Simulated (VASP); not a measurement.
# GaN in VASP: a series of runs

Runs on GaN. Level: PBE. Tasks: single point.

All numbers are computed with VASP 6.6.1; they aren't measurements. Logs are shortened: lines on timing, memory, paths and dates and some standing lists are left out, and cuts for length are marked.

## (1) The cell of the first run

The structure is cubic, space group F-43m (No. 216). Conventional cell: a = 4.507 Å, b = 4.507 Å, c = 4.507 Å, α = 90.00°, β = 90.00°, γ = 90.00°. Ga (site symmetry -43m) has 4 N at 1.95 Å within 2.6 Å. N (site symmetry -43m) has 4 Ga at 1.95 Å within 2.6 Å.

## (2) Single point, PBE

INCAR reads:

```
PREC = Accurate
ENCUT = 600
EDIFF = 1E-6
ISMEAR = 0
SIGMA = 0.01
LREAL = False
LASPH = True
NELM = 120
ALGO = Normal
ISIF = 2
LWAVE = False
LCHARG = True
GGA = PE
LELF = True
LVHAR = True
NBANDS = 16
GGA_COMPAT = False
```

KPOINTS reads:

```
Automatic mesh
0
Gamma
  5 5 5
```

POSCAR reads:

```
GaN
1.0
    0.0000000000      2.2535000000      2.2535000000
    2.2535000000      0.0000000000      2.2535000000
    2.2535000000      2.2535000000      0.0000000000
Ga N
1 1
Direct
    0.0000000000      0.0000000000      0.0000000000
    0.7500000000      0.7500000000      0.7500000000
```

Potentials or basis: VASP PAW PBE potentials, release 64 (Ga_d, N).

Run with:

```
$ cat potpaw_PBE.64/Ga_d/POTCAR potpaw_PBE.64/N/POTCAR > POTCAR
$ mpirun -np 1 vasp_std > vasp.out
```

OUTCAR:

```text
PREC = Accurate
   ENCUT = 600
   EDIFF = 1E-6
   ISMEAR = 0
   LREAL = False
   LASPH = True
   NELM = 120
   ISIF = 2
   GGA = PE

 ion  position               nearest neighbor table
   1  0.000  0.000  0.000-   2 1.95   2 1.95   2 1.95   2 1.95
   2  0.750  0.750  0.750-   1 1.95   1 1.95   1 1.95   1 1.95

  LATTYP: Found a face centered cubic cell.
 ALAT       =     4.5070000000

  Lattice vectors:

 A1 = (   0.0000000000,   2.2535000000,   2.2535000000)
 A2 = (   2.2535000000,   0.0000000000,   2.2535000000)
 A3 = (   2.2535000000,   2.2535000000,   0.0000000000)

Analysis of symmetry for initial positions (statically):
=====================================================================
 Subroutine PRICEL returns:
 Original cell was already a primitive cell.

 Routine SETGRP: Setting up the symmetry group for a
 face centered cubic supercell.

 Subroutine GETGRP returns: Found 24 space group operations
 (whereof 24 operations were pure point group operations)
 out of a pool of 48 trial point group operations.

The static configuration has the point symmetry T_d .

Analysis of symmetry for dynamics (positions and initial velocities):
=====================================================================
 Subroutine PRICEL returns:
 Original cell was already a primitive cell.

 Routine SETGRP: Setting up the symmetry group for a
 face centered cubic supercell.

 Subroutine GETGRP returns: Found 24 space group operations
 (whereof 24 operations were pure point group operations)
 out of a pool of 48 trial point group operations.

The dynamic configuration has the point symmetry T_d .

 Subroutine INISYM returns: Found 24 space group operations
 (whereof 24 operations are pure point group operations),
 and found     1 'primitive' translations

----------------------------------------------------------------------------------------

                                     Primitive cell

  volume of cell :      22.8877

  direct lattice vectors                    reciprocal lattice vectors
     0.000000000  2.253500000  2.253500000    -0.221877080  0.221877080  0.221877080
     2.253500000  0.000000000  2.253500000     0.221877080 -0.221877080  0.221877080
     2.253500000  2.253500000  0.000000000     0.221877080  0.221877080 -0.221877080

  length of vectors
     3.186930263  3.186930263  3.186930263     0.384302376  0.384302376  0.384302376
[... 64 lines left out ...]
   ENCUT  =  600.0 eV  44.10 Ry    6.64 a.u.   6.37  6.37  6.37*2*pi/ulx,y,z
   NELM   =    120;   NELMIN=  2; NELMDL= -5     # of ELM steps
   EDIFF  = 0.1E-05   stopping-criterion for ELM
   LREAL  =      F    real-space projection
   EDIFFG = 0.1E-04   stopping-criterion for IOM
   NSW    =      0    number of steps for IOM
   IBRION =     -1    ionic relax: 0-MD 1-quasi-New 2-CG
   NFREE  =      0    steps in history (QN), initial steepest desc. (CG)
   ISIF   =      2    stress and relaxation
   ISYM   =      2    0-nonsym 1-usesym 2-fastsym
   POTIM  = 0.5000    time-step for ionic-motion
   TEBEG  =    0.0;   TEEND  =   0.0 temperature during run
   PSTRESS=    0.0 pullay stress
   NELECT =      18.0000    total number of electrons
   NUPDOWN=      -1.0000    fix difference up-down
   EMIN   =  10.00;   EMAX   =-10.00  energy-range for DOS
   EFERMI =   0.00;   METHOD = LEGACY
   ISMEAR =     0;   SIGMA  =   0.01  broadening in eV -4-tet -1-fermi 0-gaus
   EFERMI_NEDOS =   21; number of points for ismear=-14 and -15
   IALGO  =     38    algorithm
   IMIX   =      4    mixing-type and parameters
     AMIX     =   0.40;   BMIX     =  1.00
     AMIX_MAG =   1.60;   BMIX_MAG =  1.00
  volume/ion in A,a.u.               =      11.44        77.23
  Fermi-wavevector in a.u.,A,eV,Ry     =   1.511117  2.855597 31.068560  2.283475
  Thomas-Fermi vector in A             =   2.621217
   LORBIT       =      0    0 simple, 1 ext, 2 COOP (PROOUT), +10 PAW based schemes
   GGA     = PE    functional components
   LHFCALC =     F    Hartree Fock is set to
   AEXX    =    0.0000 exact exchange contribution
   IVDW    =     0    specifies the selected vdW correction
   LEPSILON=     F    determine dielectric tensor
   LRPA    =     F    only Hartree local field effects (RPA)
 non-spin polarized calculation
 Gauss-broadening in eV      SIGMA  =   0.01
  energy-cutoff  :      600.00
  volume of cell :       22.89
 maximum number of plane-waves:       785
 NGX is ok and might be reduce to    28
   NGX = 13   NGY = 13   NGZ = 13

 number of electron      18.0000005 magnetization

 Free energy of the ion-electron system (eV)
  ---------------------------------------------------
  ext. energy  EPLUGINS =         0.00000000
  ---------------------------------------------------
  free energy    TOTEN  =       -12.12871587 eV

  energy without entropy =      -12.12871587  energy(sigma->0) =      -12.12871587

 E-fermi :   5.3715     XC(G=0): -11.6636

 val. band max:        5.2960283410   @ k =   0.0000   0.0000   0.0000
 cond. band min:       7.0143404730   @ k =   0.0000   0.0000   0.0000
 fundamental gap:      1.7183121321
 Fermi energy:         5.3714719949

 k-point     1 :       0.0000    0.0000    0.0000
  band No.  band energies     occupation
      1     -10.6422      2.00000
      2      -8.1607      2.00000
      3      -8.1607      2.00000
      4      -8.1607      2.00000
      5      -7.8415      2.00000
      6      -7.8415      2.00000
[... 167 lines left out ...]
      3      -7.9878      2.00000
      4      -7.8646      2.00000
      5      -7.8136      2.00000
      6      -6.1803      2.00000
[... 8 lines left out ...]
     15      24.7499      0.00000
     16      28.4079      0.00000

------------------------ aborting loop because EDIFF is reached ----------------------------------------

  FORCE on cell =-STRESS in cart. coord.  units (eV):
  Direction    XX          YY          ZZ          XY          YZ          ZX
  --------------------------------------------------------------------------------------
  -------------------------------------------------------------------------------------
  Total        0.6959295      0.6959295      0.6959295      0.0000000      0.0000000      0.0000000
  in kB       48.7161713     48.7161713     48.7161713      0.0000000      0.0000000      0.0000000
  external PRESSURE =      48.7161713 kB  Pullay stress =       0.0000000 kB

 VOLUME and BASIS-vectors are now :
 -----------------------------------------------------------------------------
  energy-cutoff  :      600.00
  volume of cell :       22.89
      direct lattice vectors                 reciprocal lattice vectors
     0.000000000  2.253500000  2.253500000    -0.221877080  0.221877080  0.221877080
     2.253500000  0.000000000  2.253500000     0.221877080 -0.221877080  0.221877080
     2.253500000  2.253500000  0.000000000     0.221877080  0.221877080 -0.221877080

 POSITION                                       TOTAL-FORCE (eV/Angst)
 -----------------------------------------------------------------------------------
      0.00000      0.00000      0.00000         0.000000      0.000000      0.000000
      3.38025      3.38025      3.38025        -0.000000     -0.000000     -0.000000
 -----------------------------------------------------------------------------------
    total drift:                               -0.000000     -0.000000     -0.000000

  FREE ENERGIE OF THE ION-ELECTRON SYSTEM (eV)
  ---------------------------------------------------
  free  energy   TOTEN  =       -12.1287158748 eV

  energy  without entropy=      -12.1287158748  energy(sigma->0) =      -12.12871587
```

OSZICAR:

```text
N       E                     dE             d eps       ncg     rms          rms(c)
DAV:   1     0.783933955293E+02    0.78393E+02   -0.10349E+04   376   0.222E+03
DAV:   2    -0.849677637530E+01   -0.86890E+02   -0.81541E+02   360   0.344E+02
DAV:   3    -0.140837783936E+02   -0.55870E+01   -0.55645E+01   376   0.724E+01
DAV:   4    -0.141410638390E+02   -0.57285E-01   -0.57280E-01   408   0.782E+00
DAV:   5    -0.141419465179E+02   -0.88268E-03   -0.88268E-03   392   0.862E-01    0.772E+00
DAV:   6    -0.121270894532E+02    0.20149E+01   -0.49712E+00   488   0.403E+01    0.268E+00
DAV:   7    -0.121357382737E+02   -0.86488E-02   -0.32486E-01   328   0.654E+00    0.174E+00
DAV:   8    -0.121320819961E+02    0.36563E-02   -0.55510E-02   368   0.333E+00    0.715E-01
DAV:   9    -0.121284795510E+02    0.36024E-02   -0.13927E-02   472   0.280E+00    0.188E-01
DAV:  10    -0.121287984976E+02   -0.31895E-03   -0.15443E-03   392   0.603E-01    0.829E-02
DAV:  11    -0.121287099803E+02    0.88517E-04   -0.29625E-04   472   0.269E-01    0.127E-02
DAV:  12    -0.121287160958E+02   -0.61154E-05   -0.30492E-05   360   0.601E-02    0.113E-02
DAV:  13    -0.121287158748E+02    0.22096E-06   -0.10684E-06   344   0.155E-02
   1 F= -.12128716E+02 E0= -.12128716E+02  d E =-.258499E-28
```

It took 8 s on 1 thread of Intel Xeon Platinum 8259CL at 2.50GHz (Skylake/Cascade Lake), shared host; peak memory 0.15 GiB.

What came out:

```yaml
Free_energy: -12.1287 eV
Pressure: 4.9 GPa
Band_gap_on_the_k_mesh: 1.72 eV, direct
```

Caveat: the k points lie up to 0.48 Å⁻¹ apart.

## (3) Single point, PBE

INCAR reads:

```
SYSTEM = GaN
ALGO = Normal
EDIFF = 1E-6
ENCUT = 600
GGA = PE
GGA_COMPAT = .False.
ISIF = 2
ISMEAR = 0
LASPH = .True.
LCHARG = .False.
LREAL = .False.
LWAVE = .False.
NBANDS = 16
NELM = 120
PREC = Accurate
SIGMA = 0.01
```

KPOINTS reads:

```
k-points
0
Gamma
  5 5 5
  0 0 0
```

POSCAR reads:

```
GaN
1.0
    0.0000000000      2.2535000000      2.2535000000
    2.2535000000      0.0000000000      2.2535000000
    2.2535000000      2.2535000000      0.0000000000
Ga N
1 1
Direct
   -0.0000372329      0.0002152697      0.0003597801
    0.7501853351      0.7489284467      0.7482091134
```

Potentials or basis: VASP PAW PBE potentials, release 64 (Ga_d, N).

Run with:

```
$ cat potpaw_PBE.64/Ga_d/POTCAR potpaw_PBE.64/N/POTCAR > POTCAR
$ mpirun -np 1 vasp_std > vasp.out
```

It took 29 s on 1 thread of Intel Xeon Platinum 8259CL at 2.50GHz (Skylake/Cascade Lake), shared host; peak memory 0.17 GiB.

Results (log left out):

```yaml
Free_energy: -12.1282 eV
Pressure: 4.9 GPa
Largest_force: 0.111 eV/Å
Band_gap_on_the_k_mesh: 1.70 eV, direct
```

Forces on the atoms (eV/Å):
```
Ga  -0.094 -0.052 -0.028
N    0.094  0.052  0.028
```

Stress tensor (GPa, compression positive):
```
 4.87 -0.13 -0.25
-0.13  4.88 -0.45
-0.25 -0.45  4.88
```

Levels at points of the mesh, in eV from the valence-band top:
```
           k point  band 6  band 7  band 8  band 9  band 10  band 11  band 12  band 13
(0.00, 0.00, 0.00)  -13.16   -0.04   -0.02    0.00     1.70    10.25    10.27    10.28
```

Caveat: the k points lie up to 0.48 Å⁻¹ apart. As with any semilocal functional, this PBE gap is likely too small.

(Part 1 of 2 ends here.)
